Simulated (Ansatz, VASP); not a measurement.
**One calculation of BaHfO3, two programs**

The input POSCAR:

```
BaHfO3
1.0
    4.1770517715      0.0000000000      0.0000000000
    0.0000000000      4.1770517715      0.0000000000
    0.0000000000      0.0000000000      4.1770487576
Ba Hf O
1 1 3
Direct
    0.5000000000      0.5000000000      0.9979971679
    0.0000000000      0.0000000000      0.4979944650
    0.0000000000      0.5000000000      0.4980131177
    0.5000000000      0.0000000000      0.4980131177
    0.0000000000      0.0000000000      0.9980039217
```

INCAR.step1

```
PREC = Accurate ; ENCUT = 520
EDIFF = 1E-5 ; ISMEAR = 0
SIGMA = 0.01 ; LREAL = False
LASPH = True ; NELM = 60
ALGO = Normal ; ISIF = 2
LWAVE = True ; LCHARG = False
GGA = PE ; NBANDS = 27
KPAR = 4
```

The input INCAR.step2:

```
PREC = Accurate ; ENCUT = 520
EDIFF = 1E-6 ; ISMEAR = 0
SIGMA = 0.01 ; LREAL = False
LASPH = True ; NELM = 60
ALGO = Normal ; ISIF = 2
LWAVE = False ; LCHARG = False
GGA = PE ; LHFCALC = True
HFSCREEN = 0.2079 ; PRECFOCK = Fast
ISTART = 1 ; NBANDS = 27
KPAR = 4
```

File KPOINTS:

```
regular mesh
0
Gamma
  4 4 4
```

Input for Ansatz:

```yaml
crystal:
  lattice:
    - [4.1770517715, 0.0, 0.0]
    - [0.0, 4.1770517715, 0.0]
    - [0.0, 0.0, 4.1770487576]
  atoms:
    - { symbol: Ba, position: [0.5, 0.5, 0.9979971679] }
    - { symbol: Hf, position: [0.0, 0.0, 0.497994465] }
    - { symbol: O, position: [0.0, 0.5, 0.4980131177] }
    - { symbol: O, position: [0.5, 0.0, 0.4980131177] }
    - { symbol: O, position: [0.0, 0.0, 0.9980039217] }
kpoints:
  mp_grid: { grid: [4, 4, 4] }
  band_path:
    path:
      - [0.0, 0.0, 0.0]
      - [0.0, 0.5000001203, 0.0]
      - [0.5000001203, 0.5000001203, 0.0]
      - [0.5000001203, 0.5000001203, 0.4999997595]
    npoints: 1
hamiltonian:
  xc: hse06
scf:
  occupations: { method: fixed }
  n_extra_bands: 5
output:
  forces: true
  stress: true
  eigenvalues: true
  write_density: true
  write_potential: true
  elf: true
  volumetric_format: npy
```

Alike in both runs: task single point; functional HSE06; k mesh 4 × 4 × 4; no spin polarisation.

|  | VASP | Ansatz |
| --- | --- | --- |
| version | VASP 6.6.1 | Ansatz 0.2.0 |
| potentials or method | VASP PAW PBE potentials, release 64 (Ba_sv, Hf_pv, O) | plane waves, PAW |
| plane-wave cutoff (eV) | 520 | 420 |
| occupations | gaussian, width 0.01 eV | fixed |
| valence electrons in the cell | 38 | 54 |

|  | VASP | Ansatz | Ansatz less VASP |
| --- | --- | --- | --- |
| gap on the k mesh at the Fermi level (eV) | 5.05 | 5.18 | +0.130 |
| pressure (GPa) | -1.5 | -0.2 | +1.22 |

VASP's potentials hold 38 valence electrons a cell and Ansatz's 54, so a difference there can come from the potentials and not from the codes. Ansatz's warnings: stress exchange threshold loose, stress scf threshold loose, structure snapped to symmetry.

Spin-orbit coupling is off throughout.
